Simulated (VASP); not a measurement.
# CuP (P4/mmm) in VASP: notebook

Runs on CuP. Level: PBE. Tasks: relaxation of cell and atoms, single point.

Program: VASP 6.6.1. These are calculated values, not measurements. Logs are shortened: lines on timing, memory, paths and dates and some standing lists are left out, and cuts for length are marked.

## Step 1: The cell of the first run

Symmetry: P4/mmm, No. 123, tetragonal system. The conventional cell has a = 2.700 Å, b = 2.700 Å, c = 3.669 Å, α = 90.00°, β = 90.00°, γ = 90.00°. Cu (site symmetry 4/mmm) has 8 P at 2.65 Å and 4 Cu at 2.70 Å within 3.5 Å. P (site symmetry 4/mmm) has 8 Cu at 2.65 Å and 4 P at 2.70 Å within 3.5 Å.

## Step 2: Relaxation of cell and atoms, PBE

INCAR reads:

```
  PREC = Accurate
  ENCUT = 600
  EDIFF = 1E-6
  ISMEAR = 0
  SIGMA = 0.1
  LREAL = False
  LASPH = True
  NELM = 80
  ALGO = Normal
  ISIF = 3
  LWAVE = False
  LCHARG = False
  GGA = PE
  IBRION = 2
  NSW = 100
  EDIFFG = -0.01
```

KPOINTS reads:

```
Automatic mesh
0
Gamma
  20 20 16
```

POSCAR reads:

```
CuP
1.0
    2.7003857074      0.0000000000      0.0000000000
    0.0000000000      2.7003857074      0.0000000000
    0.0000000000      0.0000000000      3.6686323192
Cu P
1 1
Direct
    0.5000000000      0.5000000000      0.5000000000
    0.0000000000      0.0000000000      0.0000000000
```

Potentials or basis: VASP PAW PBE potentials, release 64 (Cu, P).

Launch:

```bash
cat potpaw_PBE.64/Cu/POTCAR potpaw_PBE.64/P/POTCAR > POTCAR
mpirun -np 1 vasp_std > vasp.out
```

OUTCAR:

```text
PREC = Accurate
   ENCUT = 600
   EDIFF = 1E-6
   ISMEAR = 0
   LREAL = False
   LASPH = True
   NELM = 80
   ISIF = 3
   GGA = PE
   IBRION = 2
   NSW = 100
   EDIFFG = -0.01

 ion  position               nearest neighbor table
   1  0.500  0.500  0.500-   2 2.65   2 2.65   2 2.65   2 2.65   2 2.65   2 2.65   2 2.65   2 2.65

   2  0.000  0.000  0.000-   1 2.65   1 2.65   1 2.65   1 2.65   1 2.65   1 2.65   1 2.65   1 2.65

  LATTYP: Found a simple tetragonal cell.
 ALAT       =     2.7003857074
 C/A-ratio  =     1.3585586345

  Lattice vectors:

 A1 = (   2.7003857074,   0.0000000000,   0.0000000000)
 A2 = (   0.0000000000,   2.7003857074,   0.0000000000)
 A3 = (   0.0000000000,   0.0000000000,   3.6686323192)

Analysis of symmetry for initial positions (statically):
=====================================================================
 Subroutine PRICEL returns:
 Original cell was already a primitive cell.

 Routine SETGRP: Setting up the symmetry group for a
 simple tetragonal supercell.

 Subroutine GETGRP returns: Found 16 space group operations
 (whereof 16 operations were pure point group operations)
 out of a pool of 16 trial point group operations.

The static configuration has the point symmetry D_4h.

Analysis of symmetry for dynamics (positions and initial velocities):
=====================================================================
 Subroutine PRICEL returns:
 Original cell was already a primitive cell.

 Routine SETGRP: Setting up the symmetry group for a
 simple tetragonal supercell.

 Subroutine GETGRP returns: Found 16 space group operations
 (whereof 16 operations were pure point group operations)
 out of a pool of 16 trial point group operations.

The dynamic configuration has the point symmetry D_4h.

 Subroutine INISYM returns: Found 16 space group operations
 (whereof 16 operations are pure point group operations),
 and found     1 'primitive' translations

----------------------------------------------------------------------------------------

                                     Primitive cell

  volume of cell :      26.7520

  direct lattice vectors                    reciprocal lattice vectors
     2.700385707  0.000000000  0.000000000     0.370317469  0.000000000  0.000000000
     0.000000000  2.700385707  0.000000000     0.000000000  0.370317469  0.000000000
     0.000000000  0.000000000  3.668632319     0.000000000  0.000000000  0.272581146

  length of vectors
     2.700385707  2.700385707  3.668632319     0.370317469  0.370317469  0.272581146

[... 103 lines left out ...]
  Thomas-Fermi vector in A             =   2.504294
   LORBIT       =      0    0 simple, 1 ext, 2 COOP (PROOUT), +10 PAW based schemes
   GGA     = PE    functional components
   LHFCALC =     F    Hartree Fock is set to
   AEXX    =    0.0000 exact exchange contribution
   IVDW    =     0    specifies the selected vdW correction
   LEPSILON=     F    determine dielectric tensor
   LRPA    =     F    only Hartree local field effects (RPA)
 conjugate gradient relaxation of ions
 non-spin polarized calculation
 Gauss-broadening in eV      SIGMA  =   0.10
  energy-cutoff  :      600.00
  volume of cell :       26.75
 maximum number of plane-waves:       914
 NGX is ok and might be reduce to    24
   NGX = 11   NGY = 11   NGZ = 15

--------------------------------------- Ionic step        1  -------------------------------------------

 number of electron      15.9999991 magnetization

 Free energy of the ion-electron system (eV)
  ---------------------------------------------------
  ext. energy  EPLUGINS =         0.00000000
  ---------------------------------------------------
  free energy    TOTEN  =        -8.46448128 eV

  energy without entropy =       -8.46025250  energy(sigma->0) =       -8.46236689

------------------------ aborting loop because EDIFF is reached ----------------------------------------

  FORCE on cell =-STRESS in cart. coord.  units (eV):
  Direction    XX          YY          ZZ          XY          YZ          ZX
  --------------------------------------------------------------------------------------
  -------------------------------------------------------------------------------------
  Total        0.2739341      0.2739341     -0.1297129      0.0000000      0.0000000      0.0000000
  in kB       16.4059303     16.4059303     -7.7685128      0.0000000      0.0000000      0.0000000
  external PRESSURE =       8.3477826 kB  Pullay stress =       0.0000000 kB
[... 131 lines left out ...]
--------------------------------------- Ionic step        5  -------------------------------------------

 number of electron      15.9999996 magnetization

 Free energy of the ion-electron system (eV)
  ---------------------------------------------------
  ext. energy  EPLUGINS =         0.00000000
  ---------------------------------------------------
  free energy    TOTEN  =        -8.47135635 eV

  energy without entropy =       -8.46721664  energy(sigma->0) =       -8.46928650

 E-fermi :   8.9409     XC(G=0): -11.8909

 val. band max:        8.9353967759   @ k =   0.2000   0.1500   0.4375
 cond. band min:       8.9442947206   @ k =   0.5000   0.3500   0.3750
 fundamental gap:      0.0088979447
 Fermi energy:         8.9409255207

 k-point     1 :       0.0000    0.0000    0.0000
  band No.  band energies     occupation
      1      -5.6174      2.00000
      2       4.4909      2.00000
      3       4.7330      2.00000
      4       5.4214      2.00000
      5       5.8749      2.00000
      6       5.8749      2.00000
      7       6.1475      2.00000
      8      10.0159      0.00000
      9      11.2837      0.00000
     10      11.2837      0.00000
     11      15.7516      0.00000
     12      17.4071      0.00000
[... 331 lines left out ...]
 k-point    24 :       0.2000    0.1000    0.0000
  band No.  band energies     occupation
      1      -4.7206      2.00000
      2       4.6229      2.00000
      3       4.7134      2.00000
      4       4.7962      2.00000
      5       5.7941      2.00000
      6       5.8538      2.00000
      7       7.4685      2.00000
      8       7.6289      2.00000
      9      10.0840      0.00000
     10      11.1369      0.00000
     11      18.6006      0.00000
     12      18.7383      0.00000

 [... further k-points ...]

------------------------ aborting loop because EDIFF is reached ----------------------------------------

  FORCE on cell =-STRESS in cart. coord.  units (eV):
  Direction    XX          YY          ZZ          XY          YZ          ZX
  --------------------------------------------------------------------------------------
  -------------------------------------------------------------------------------------
  Total        0.0015775      0.0015775     -0.0076074      0.0000000      0.0000000     -0.0000000
  in kB        0.0935575      0.0935575     -0.4511813      0.0000000      0.0000000     -0.0000000
  external PRESSURE =      -0.0880221 kB  Pullay stress =       0.0000000 kB
[... 17 lines left out ...]
  FREE ENERGIE OF THE ION-ELECTRON SYSTEM (eV)
  ---------------------------------------------------
  free  energy   TOTEN  =        -8.4713563549 eV

  energy  without entropy=       -8.4672166356  energy(sigma->0) =       -8.46928650

 reached required accuracy - stopping structural energy minimisation
```

OSZICAR:

```text
N       E                     dE             d eps       ncg     rms          rms(c)
DAV:   1     0.749230637841E+02    0.74923E+02   -0.82587E+03 14380   0.201E+03
DAV:   2    -0.570376415615E+01   -0.80627E+02   -0.75295E+02 14480   0.285E+02
DAV:   3    -0.975833171815E+01   -0.40546E+01   -0.37436E+01 18544   0.707E+01
[... 42 lines left out ...]
DAV:   3    -0.847337704161E+01    0.72927E-02   -0.28976E-02 17172   0.653E+00    0.358E-01
DAV:   4    -0.847136710233E+01    0.20099E-02   -0.28766E-03 21036   0.140E+00    0.400E-02
DAV:   5    -0.847135555372E+01    0.11549E-04   -0.15535E-04 21456   0.295E-01    0.162E-02
DAV:   6    -0.847135635430E+01   -0.80058E-06   -0.18478E-05 19084   0.778E-02    0.541E-03
DAV:   7    -0.847135635487E+01   -0.57821E-09   -0.36531E-07  8240   0.855E-03
   5 F= -.84713564E+01 E0= -.84692865E+01  d E =-.319437E-02
```

It took 3.5 min on 1 thread of Intel Xeon 6975P-C (Granite Rapids), shared host; peak memory 0.37 GiB.

What came out:

```
Free energy                           : -8.4714 eV
Relaxed volume                        : 13.51 Å³/atom
Relaxed cell                          : a = 2.748 Å, b = 2.748 Å, c = 3.577 Å, α = 90.00°, β = 90.00°, γ = 90.00°
Space group after relaxing (to 0.1 Å) : P4/mmm (No. 123)
Energy gained by relaxing             : 3.4 meV/atom
Ionic steps                           : 5
Pressure after relaxing               : 0.0 GPa
Band gap on the k mesh                : zero (bands 8 and 9 overlap by 4.81 eV)
```

The path:
```
step  energy change (eV)  largest force (eV/Å)  pressure (GPa)  volume (Å³)
   1              0.0000                0.0000            0.83        26.75
   2             -0.0030                0.0000           -0.18        27.02
   3             -0.0037                0.0000           -0.99        27.23
   4             -0.0058                0.0000           -0.64        27.13
   5             -0.0069                0.0000           -0.01        27.01
```

Final structure:
```
Cu P
1.0
     2.74814    0.00000    0.00000
     0.00000    2.74814    0.00000
     0.00000    0.00000    3.57697
Cu P
1 1
Direct
  0.50000 0.50000 0.50000
  0.00000 0.00000 0.00000
```

Levels at points of the mesh, in eV from the Fermi level:
```
           k point  band 5  band 6  band 7  band 8  band 9  band 10  band 11  band 12
(0.00, 0.00, 0.00)   -3.07   -3.07   -2.79    1.07    2.34     2.34     6.81     8.47
(0.50, 0.00, 0.00)   -3.35   -2.96   -2.20    1.32    3.48     4.01     4.84     6.31
(0.50, 0.50, 0.00)   -3.79   -3.79   -2.76   -2.43    1.09     1.31     8.02     8.02
(0.00, 0.00, 0.50)   -3.34   -3.31   -2.78    3.70    3.70     6.73     8.87     9.26
(0.50, 0.00, 0.50)   -3.27   -3.07   -3.03   -2.51   -0.48     4.76    10.83    11.38
(0.50, 0.50, 0.50)   -2.90   -2.43   -0.94   -0.94    1.01     1.10     1.39     1.39
```

## Step 3: Single point, PBE

INCAR reads:

```
ALGO = Normal ; EDIFF = 1E-6
ENCUT = 820 ; GGA = PE
GGA_COMPAT = F ; ISIF = 2
ISMEAR = 0 ; LASPH = T
LCHARG = F ; LREAL = F
LWAVE = F ; NBANDS = 19
NELM = 120 ; PREC = Accurate
SIGMA = 0.1
```

KPOINTS reads:

```
k-points
0
Gamma
  6 6 6
```

POSCAR is that of step 2.

Potentials or basis: VASP PAW PBE potentials, release 64 (Cu_sv_GW, P).

Launch:

```bash
cat potpaw_PBE.64/Cu_sv_GW/POTCAR potpaw_PBE.64/P/POTCAR > POTCAR
mpirun -np 1 vasp_std > vasp.out
```

OUTCAR:

```text
EDIFF = 1E-6
   ENCUT = 820
   GGA = PE
   ISIF = 2
   ISMEAR = 0
   LASPH = T
   LREAL = F
   NELM = 120
   PREC = Accurate

 ion  position               nearest neighbor table
   1  0.500  0.500  0.500-   2 2.65   2 2.65   2 2.65   2 2.65   2 2.65   2 2.65   2 2.65   2 2.65

   2  0.000  0.000  0.000-   1 2.65   1 2.65   1 2.65   1 2.65   1 2.65   1 2.65   1 2.65   1 2.65

  LATTYP: Found a simple tetragonal cell.
 ALAT       =     2.7003857074
 C/A-ratio  =     1.3585586345

  Lattice vectors:

 A1 = (   2.7003857074,   0.0000000000,   0.0000000000)
 A2 = (   0.0000000000,   2.7003857074,   0.0000000000)
 A3 = (   0.0000000000,   0.0000000000,   3.6686323192)

Analysis of symmetry for initial positions (statically):
=====================================================================
 Subroutine PRICEL returns:
 Original cell was already a primitive cell.

 Routine SETGRP: Setting up the symmetry group for a
 simple tetragonal supercell.

 Subroutine GETGRP returns: Found 16 space group operations
 (whereof 16 operations were pure point group operations)
[... 161 lines left out ...]
  free energy    TOTEN  =        -8.47724976 eV

  energy without entropy =       -8.47480296  energy(sigma->0) =       -8.47602636

 E-fermi :   9.1429     XC(G=0): -12.2179

 val. band max:        9.1383035193   @ k =   0.5000   0.0000   0.3333
 cond. band min:       9.2582735532   @ k =   0.5000   0.3333   0.3333
 fundamental gap:      0.1199700339
 Fermi energy:         9.1429003470

 k-point     1 :       0.0000    0.0000    0.0000
  band No.  band energies     occupation
      1    -104.0124      2.00000
      2     -61.3892      2.00000
      3     -61.3891      2.00000
      4     -61.3891      2.00000
      5      -5.6654      2.00000
      6       4.5196      2.00000
[... 505 lines left out ...]
      6       1.6147      2.00000
[... 11 lines left out ...]
     18      21.5155      0.00000
     19      24.8988      0.00000

 [... further k-points ...]

------------------------ aborting loop because EDIFF is reached ----------------------------------------

  FORCE on cell =-STRESS in cart. coord.  units (eV):
  Direction    XX          YY          ZZ          XY          YZ          ZX
  --------------------------------------------------------------------------------------
  -------------------------------------------------------------------------------------
  Total       -0.2500499     -0.2500499     -0.1349302      0.0000000      0.0000000      0.0000000
  in kB      -14.9755031    -14.9755031     -8.0809814      0.0000000      0.0000000      0.0000000
  external PRESSURE =     -12.6773292 kB  Pullay stress =       0.0000000 kB

 VOLUME and BASIS-vectors are now :
 -----------------------------------------------------------------------------
  energy-cutoff  :      820.00
  volume of cell :       26.75
      direct lattice vectors                 reciprocal lattice vectors
     2.700385707  0.000000000  0.000000000     0.370317469  0.000000000  0.000000000
     0.000000000  2.700385707  0.000000000     0.000000000  0.370317469  0.000000000
     0.000000000  0.000000000  3.668632319     0.000000000  0.000000000  0.272581146

 POSITION                                       TOTAL-FORCE (eV/Angst)
 -----------------------------------------------------------------------------------
      1.35019      1.35019      1.83432         0.000000      0.000000      0.000000
      0.00000      0.00000      0.00000         0.000000      0.000000      0.000000
 -----------------------------------------------------------------------------------
    total drift:                                0.000000      0.000000      0.000000

  FREE ENERGIE OF THE ION-ELECTRON SYSTEM (eV)
  ---------------------------------------------------
  free  energy   TOTEN  =        -8.4772497583 eV

  energy  without entropy=       -8.4748029571  energy(sigma->0) =       -8.47602636
```

OSZICAR:

```text
N       E                     dE             d eps       ncg     rms          rms(c)
DAV:   1     0.278779073866E+03    0.27878E+03   -0.20664E+04  2391   0.414E+03
DAV:   2     0.639629198234E+01   -0.27238E+03   -0.26386E+03  2400   0.880E+02
DAV:   3    -0.939916982238E+01   -0.15795E+02   -0.15458E+02  2486   0.265E+02
DAV:   4    -0.981136811700E+01   -0.41220E+00   -0.41055E+00  2400   0.331E+01
DAV:   5    -0.982672152223E+01   -0.15353E-01   -0.15346E-01  2378   0.488E+00    0.118E+01
DAV:   6    -0.117283161164E+02   -0.19016E+01   -0.44641E+01  2344   0.345E+02    0.124E+01
DAV:   7    -0.851165525465E+01    0.32167E+01   -0.10087E+01  2320   0.225E+02    0.318E+00
DAV:   8    -0.849515293127E+01    0.16502E-01   -0.96870E-01  2472   0.469E+01    0.147E+00
DAV:   9    -0.847721154889E+01    0.17941E-01   -0.12550E-01  2424   0.169E+01    0.310E-01
DAV:  10    -0.847728977309E+01   -0.78224E-04   -0.23946E-03  2496   0.209E+00    0.205E-01
DAV:  11    -0.847725527415E+01    0.34499E-04   -0.18894E-04  2530   0.392E-01    0.253E-02
DAV:  12    -0.847725491781E+01    0.35634E-06   -0.59214E-05  2456   0.400E-01    0.125E-02
DAV:  13    -0.847724955138E+01    0.53664E-05   -0.12876E-05  1957   0.155E-01    0.387E-03
DAV:  14    -0.847724975830E+01   -0.20692E-06   -0.16814E-06  1479   0.239E-02
   1 F= -.84772498E+01 E0= -.84760264E+01  d E =-.244680E-02
```

Run time: 52 s. Hardware: 1 thread of Intel Xeon Platinum 8375C at 2.90GHz (Ice Lake), shared host; peak memory 0.21 GiB.

What came out:

- Free energy: -8.4772 eV
- Pressure: -1.3 GPa
- Band gap on the k mesh: zero (bands 12 and 13 overlap by 5.19 eV)

Levels at points of the mesh, in eV from the Fermi level:
| k point | band 8 | band 9 | band 10 | band 11 | band 12 | band 13 | band 14 | band 15 | band 16 | band 17 |
| --- | --- | --- | --- | --- | --- | --- | --- | --- | --- | --- |
| (0.00, 0.00, 0.00) | -4.09 | -3.04 | -3.04 | -2.72 | 0.52 | 2.66 | 2.66 | 6.81 | 8.95 | 15.15 |
| (0.50, 0.00, 0.00) | -3.95 | -3.29 | -2.92 | -2.14 | 1.17 | 2.99 | 3.47 | 5.20 | 5.82 | 10.22 |
| (0.50, 0.50, 0.00) | -3.85 | -3.85 | -3.82 | -2.85 | -2.33 | 1.17 | 1.22 | 7.61 | 7.61 | 9.12 |
| (0.00, 0.00, 0.50) | -3.45 | -3.27 | -3.27 | -2.71 | 3.87 | 3.87 | 6.67 | 8.79 | 9.11 | 10.54 |
| (0.50, 0.00, 0.50) | -4.50 | -3.23 | -3.11 | -3.02 | -2.58 | -0.42 | 5.11 | 10.86 | 10.89 | 12.95 |
| (0.50, 0.50, 0.50) | -5.43 | -2.94 | -2.33 | -1.13 | -1.13 | 0.98 | 1.15 | 1.43 | 1.43 | 5.98 |

Caveat: the k points lie up to 0.39 Å⁻¹ apart, too coarse for converged energies and pressures of a metal.

The gap in the log of VASP goes by the Fermi energy; the results here count the filled bands.